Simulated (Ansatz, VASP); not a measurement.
One calculation of NaF, two programs

```xyz
2
Lattice="0.0000 2.3144 2.3144 2.3144 0.0000 2.3144 2.3144 2.3144 0.0000" Properties=species:S:1:pos:R:3 pbc="T T T"
Na    0.0000    0.0000    0.0000
F     2.3144    2.3144    2.3144
```

Alike in both runs: task single point; functional PBEsol; k mesh 8 × 8 × 8; occupations gaussian, width 0.02 eV; no spin polarisation.

|  | VASP | Ansatz |
| --- | --- | --- |
| version | VASP 6.6.1 | Ansatz 0.2.0 |
| potentials or method | VASP PAW PBE potentials, release 64 (Na_pv, F), cutoff 600 eV | scalar-relativistic, plane waves, PAW |
| valence electrons in the cell | 14 | 16 |

Ansatz gave:

```
gap on the k mesh at the Fermi level (eV) : 6.20
least direct gap on the mesh (eV)         : 6.20
pressure (GPa)                            : 0.0
```

Which values does VASP return?

gap on the k mesh at the Fermi level (eV): 6.18; least direct gap on the mesh (eV): 6.18; pressure (GPa): -0.2.

VASP's potentials were made for PBE, not for PBEsol, and Ansatz warns of the same on its side. VASP's potentials hold 14 valence electrons a cell and Ansatz's 16, so a difference there can come from the potentials and not from the codes.
